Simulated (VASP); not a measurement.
# Ga2C3 (P-3m1) in VASP: relaxation of cell and atoms with PBE

Aim: the relaxation of cell and atoms of Ga2C3 with PBE.

All numbers are computed with VASP 6.6.1; they aren't measurements. Logs are shortened: lines on timing, memory, paths and dates and some standing lists are left out, and cuts for length are marked.

### 1 The cell of the first run

The structure is trigonal, space group P-3m1 (No. 164). Conventional cell: a = 3.462 Å, b = 3.462 Å, c = 5.511 Å, α = 90.00°, β = 90.00°, γ = 120.00°. Within 2.7 Å of Ga (site symmetry 3m) lie 7 C at 2.00 to 2.55 Å. Within 3.3 Å of C (site symmetry -3m) lie 6 C at 2.50 Å and 6 Ga at 2.55 Å. C (site symmetry 3m) has 4 Ga at 2.00 to 2.43 Å and 3 C at 2.50 Å within 2.7 Å.

### 2 Relaxation of cell and atoms, PBE

Input file INCAR:

```
SYSTEM = Ga2C3
ALGO = Normal
EDIFF = 1E-6
EDIFFG = -0.01
ENCUT = 600
GGA = PE
IBRION = 2
ISIF = 3
ISMEAR = 0
LASPH = .True.
LCHARG = .False.
LREAL = .False.
LWAVE = .False.
NELM = 80
NSW = 100
PREC = Accurate
SIGMA = 0.1
```

Input file KPOINTS:

```
k-points
0
Gamma
  12 12 8
  0 0 0
```

Input file POSCAR:

```
Ga2C3
1.0
    3.4617537434      0.0000000000      0.0000000000
   -1.7308768717      2.9979666835      0.0000000000
    0.0000000000      0.0000000000      5.5113588299
Ga C
2 3
Direct
    0.3333333333      0.6666666667      0.2864754829
    0.6666666667      0.3333333333      0.7135245171
    0.0000000000      0.0000000000      0.0000000000
    0.3333333333      0.6666666667      0.7280162158
    0.6666666667      0.3333333333      0.2719837842
```

Potentials or basis: VASP PAW PBE potentials, release 64 (Ga_d, C).

On the command line:

```bash
$ cat potpaw_PBE.64/Ga_d/POTCAR potpaw_PBE.64/C/POTCAR > POTCAR
$ mpirun -np 1 vasp_std > vasp.out
```

OUTCAR:

```text
SYSTEM = Ga2C3
   EDIFF = 1E-6
   EDIFFG = -0.01
   ENCUT = 600
   GGA = PE
   IBRION = 2
   ISIF = 3
   ISMEAR = 0
   LASPH = .True.
   LREAL = .False.
   NELM = 80
   NSW = 100
   PREC = Accurate

 ion  position               nearest neighbor table
   1  0.333  0.667  0.286-   5 2.00   5 2.00   5 2.00   4 2.43
   2  0.667  0.333  0.714-   4 2.00   4 2.00   4 2.00   5 2.43
   3  0.000  0.000  0.000-
   4  0.333  0.667  0.728-   2 2.00   2 2.00   2 2.00   1 2.43
   5  0.667  0.333  0.272-   1 2.00   1 2.00   1 2.00   2 2.43

  LATTYP: Found a hexagonal cell.
 ALAT       =     3.4617537434
 C/A-ratio  =     1.5920713137

  Lattice vectors:

 A1 = (   3.4617537434,   0.0000000000,   0.0000000000)
 A2 = (  -1.7308768717,   2.9979666835,   0.0000000000)
 A3 = (   0.0000000000,   0.0000000000,   5.5113588299)

Analysis of symmetry for initial positions (statically):
=====================================================================
 Subroutine PRICEL returns:
 Original cell was already a primitive cell.

 Routine SETGRP: Setting up the symmetry group for a
 hexagonal supercell.

 Subroutine GETGRP returns: Found 12 space group operations
 (whereof 12 operations were pure point group operations)
 out of a pool of 24 trial point group operations.

The static configuration has the point symmetry D_3d.

Analysis of symmetry for dynamics (positions and initial velocities):
=====================================================================
 Subroutine PRICEL returns:
 Original cell was already a primitive cell.

 Routine SETGRP: Setting up the symmetry group for a
 hexagonal supercell.

 Subroutine GETGRP returns: Found 12 space group operations
 (whereof 12 operations were pure point group operations)
 out of a pool of 24 trial point group operations.

The dynamic configuration has the point symmetry D_3d.

 Subroutine INISYM returns: Found 12 space group operations
 (whereof 12 operations are pure point group operations),
 and found     1 'primitive' translations

----------------------------------------------------------------------------------------

                                     Primitive cell

  volume of cell :      57.1981

  direct lattice vectors                    reciprocal lattice vectors
     3.461753743  0.000000000  0.000000000     0.288870923  0.166779705  0.000000000
    -1.730876872  2.997966684  0.000000000     0.000000000  0.333559411  0.000000000
     0.000000000  0.000000000  5.511358830     0.000000000  0.000000000  0.181443457

  length of vectors
     3.461753743  3.461753743  5.511358830     0.333559411  0.333559411  0.181443457

  position of ions in fractional coordinates (direct lattice)
     0.333333333  0.666666667  0.286475483
     0.666666667  0.333333333  0.713524517
     0.000000000  0.000000000  0.000000000
     0.333333333  0.666666667  0.728016216
     0.666666667  0.333333333  0.271983784

  ion indices of the primitive-cell ions
   primitive index   ion index
                 1           1
                 2           2
                 3           3
                 4           4
                 5           5

----------------------------------------------------------------------------------------

 KPOINTS: k-points

Automatic generation of k-mesh.
 Grid dimensions read from file:
 generate k-points for:   12   12    8

 Generating k-lattice:

  Cartesian coordinates                     Fractional coordinates (reciprocal lattice)
     0.024072577  0.013898309  0.000000000     0.083333333  0.000000000  0.000000000
     0.000000000  0.027796618  0.000000000     0.000000000  0.083333333  0.000000000
     0.000000000  0.000000000  0.022680432     0.000000000  0.000000000  0.125000000

  Length of vectors
     0.027796618  0.027796618  0.022680432

  Shift w.r.t. Gamma in fractional coordinates (k-lattice)
     0.000000000  0.000000000  0.000000000

 Subroutine IBZKPT returns following result:
 ===========================================

 Found    131 irreducible k-points:

 Following reciprocal coordinates:
            Coordinates               Weight
  0.000000  0.000000  0.000000      1.000000
  0.083333 -0.000000  0.000000      6.000000
  0.166667 -0.000000  0.000000      6.000000
  0.250000 -0.000000  0.000000      6.000000
  0.333333 -0.000000  0.000000      6.000000
  0.416667 -0.000000  0.000000      6.000000
[... 16 lines left out ...]
  0.166667 -0.000000  0.125000      6.000000
  0.000000  0.166667  0.125000      6.000000
 [... further k-points ...]
   k-points           NKPTS =    131   k-points in BZ     NKDIM =    131   number of bands    NBANDS=     23
   number of dos      NEDOS =    301   number of ions     NIONS =      5
   total plane-waves  NPLWV =  37632
   dimension x,y,z NGX =    28 NGY =   28 NGZ =   48
   dimension x,y,z NGXF=    56 NGYF=   56 NGZF=   96
   ions per type =               2   3
   NGX,Y,Z   is equivalent  to a cutoff of  13.45, 13.45, 14.48 a.u.
   NGXF,Y,Z  is equivalent  to a cutoff of  26.89, 26.89, 28.96 a.u.
 SYSTEM =  Ga2C3
   PREC   = accura    normal or accurate (medium, high low for compatibility)
   ISTART =      0    job   : 0-new  1-cont  2-samecut
   ICHARG =      2    charge: 1-file 2-atom 10-const
   ISPIN  =      1    spin polarized calculation?
   LNONCOLLINEAR =      F non collinear calculations
   LSORBIT =      F    spin-orbit coupling
   LASPH  =      T    aspherical Exc in radial PAW
   ENCUT  =  600.0 eV  44.10 Ry    6.64 a.u.   6.91  6.91 11.01*2*pi/ulx,y,z
   NELM   =     80;   NELMIN=  2; NELMDL= -5     # of ELM steps
   EDIFF  = 0.1E-05   stopping-criterion for ELM
   LREAL  =      F    real-space projection
   EDIFFG = -.1E-01   stopping-criterion for IOM
   NSW    =    100    number of steps for IOM
   IBRION =      2    ionic relax: 0-MD 1-quasi-New 2-CG
   NFREE  =      1    steps in history (QN), initial steepest desc. (CG)
   ISIF   =      3    stress and relaxation
   ISYM   =      2    0-nonsym 1-usesym 2-fastsym
   POTIM  = 0.5000    time-step for ionic-motion
   TEBEG  =    0.0;   TEEND  =   0.0 temperature during run
   PSTRESS=    0.0 pullay stress
   NELECT =      38.0000    total number of electrons
   NUPDOWN=      -1.0000    fix difference up-down
   EMIN   =  10.00;   EMAX   =-10.00  energy-range for DOS
   EFERMI =   0.00;   METHOD = LEGACY
   ISMEAR =     0;   SIGMA  =   0.10  broadening in eV -4-tet -1-fermi 0-gaus
   EFERMI_NEDOS =   21; number of points for ismear=-14 and -15
   IALGO  =     38    algorithm
   IMIX   =      4    mixing-type and parameters
     AMIX     =   0.40;   BMIX     =  1.00
     AMIX_MAG =   1.60;   BMIX_MAG =  1.00
  volume/ion in A,a.u.               =      11.44        77.20
  Fermi-wavevector in a.u.,A,eV,Ry     =   1.428484  2.699444 27.763606  2.040567
  Thomas-Fermi vector in A             =   2.548541
   LORBIT       =      0    0 simple, 1 ext, 2 COOP (PROOUT), +10 PAW based schemes
   GGA     = PE    functional components
   LHFCALC =     F    Hartree Fock is set to
   AEXX    =    0.0000 exact exchange contribution
   IVDW    =     0    specifies the selected vdW correction
   LEPSILON=     F    determine dielectric tensor
   LRPA    =     F    only Hartree local field effects (RPA)
 conjugate gradient relaxation of ions
 non-spin polarized calculation
 Gauss-broadening in eV      SIGMA  =   0.10
  energy-cutoff  :      600.00
  volume of cell :       57.20
 maximum number of plane-waves:      1924
   NGX = 13   NGY = 13   NGZ = 23

--------------------------------------- Ionic step        1  -------------------------------------------

 number of electron      37.9999999 magnetization

 Free energy of the ion-electron system (eV)
  ---------------------------------------------------
  ext. energy  EPLUGINS =         0.00000000
  ---------------------------------------------------
  free energy    TOTEN  =       -23.91747076 eV

  energy without entropy =      -23.91561206  energy(sigma->0) =      -23.91654141

------------------------ aborting loop because EDIFF is reached ----------------------------------------

  FORCE on cell =-STRESS in cart. coord.  units (eV):
  Direction    XX          YY          ZZ          XY          YZ          ZX
  --------------------------------------------------------------------------------------
  -------------------------------------------------------------------------------------
  Total       -0.0446887     -0.0446887     -0.1284375      0.0000000      0.0000000      0.0000000
  in kB       -1.2517760     -1.2517760     -3.5976658      0.0000000      0.0000000      0.0000000
  external PRESSURE =      -2.0337393 kB  Pullay stress =       0.0000000 kB
[... 141 lines left out ...]
  energy  without entropy=      -23.9156687337  energy(sigma->0) =      -23.91660356

--------------------------------------- Ionic step        5  -------------------------------------------

 number of electron      37.9999997 magnetization

 Free energy of the ion-electron system (eV)
  ---------------------------------------------------
  ext. energy  EPLUGINS =         0.00000000
  ---------------------------------------------------
  free energy    TOTEN  =       -23.91762255 eV

  energy without entropy =      -23.91571208  energy(sigma->0) =      -23.91666731

 E-fermi :   5.9827     XC(G=0): -11.6363

 val. band max:        5.9702660112   @ k =   0.0000   0.4167   0.3750
 cond. band min:       6.0312764420   @ k =   0.0000   0.2500   0.1250
 fundamental gap:      0.0610104309
 Fermi energy:         5.9826682839

 k-point     1 :       0.0000    0.0000    0.0000
  band No.  band energies     occupation
      1      -9.0712      2.00000
      2      -9.0528      2.00000
      3      -8.6386      2.00000
      4      -8.6386      2.00000
      5      -8.6300      2.00000
      6      -8.6300      2.00000
[... 613 lines left out ...]
     22       7.4264      0.00000
     23       9.7228      0.00000

 [... further k-points ...]

------------------------ aborting loop because EDIFF is reached ----------------------------------------

  FORCE on cell =-STRESS in cart. coord.  units (eV):
  Direction    XX          YY          ZZ          XY          YZ          ZX
  --------------------------------------------------------------------------------------
  -------------------------------------------------------------------------------------
  Total        0.0464380      0.0464380     -0.0273924     -0.0000000      0.0000000     -0.0000000
  in kB        1.3037746      1.3037746     -0.7690564     -0.0000000      0.0000000     -0.0000000
  external PRESSURE =       0.6128309 kB  Pullay stress =       0.0000000 kB
[... 20 lines left out ...]
  FREE ENERGIE OF THE ION-ELECTRON SYSTEM (eV)
  ---------------------------------------------------
  free  energy   TOTEN  =       -23.9176225465 eV

  energy  without entropy=      -23.9157120766  energy(sigma->0) =      -23.91666731

 reached required accuracy - stopping structural energy minimisation
```

Wall time 20 min (1 thread of Intel Xeon 8259CL, shared host); peak memory 0.29 GiB.

What came out:

```
Free energy                           : -23.9176 eV
Relaxed volume                        : 11.41 Å³/atom
Relaxed cell                          : a = 3.462 Å, b = 3.462 Å, c = 5.499 Å, α = 90.00°, β = 90.00°, γ = 120.00°
Space group after relaxing (to 0.1 Å) : P-3m1 (No. 164)
Energy gained by relaxing             : 0.0 meV/atom
Ionic steps                           : 5
Pressure after relaxing               : 0.1 GPa
Band gap on the k mesh                : zero (bands 19 and 20 overlap by 0.28 eV)
```

Stress tensor (GPa, compression positive):
```
 0.13  0.00  0.00
 0.00  0.13  0.00
 0.00  0.00 -0.08
```

Step by step:
```
step  energy change (eV)  largest force (eV/Å)  pressure (GPa)  volume (Å³)
   1              0.0000                0.0119           -0.20        57.20
   2             -0.0001                0.0058            0.12        57.08
   3             -0.0001                0.0073            0.02        57.10
   4             -0.0001                0.0054            0.13        57.09
   5             -0.0002                0.0018            0.06        57.07
```

Final structure:
```
Ga C
1.0
     3.46175    0.00000    0.00000
    -1.73087    2.99796    0.00000
     0.00000    0.00000    5.49870
Ga C
2 3
Direct
  0.33333 0.66667 0.28626
  0.66667 0.33333 0.71374
  0.00000 0.00000 0.00000
  0.33333 0.66667 0.72808
  0.66667 0.33333 0.27192
```

The gap in the log of VASP goes by the Fermi energy; the results here count the filled bands.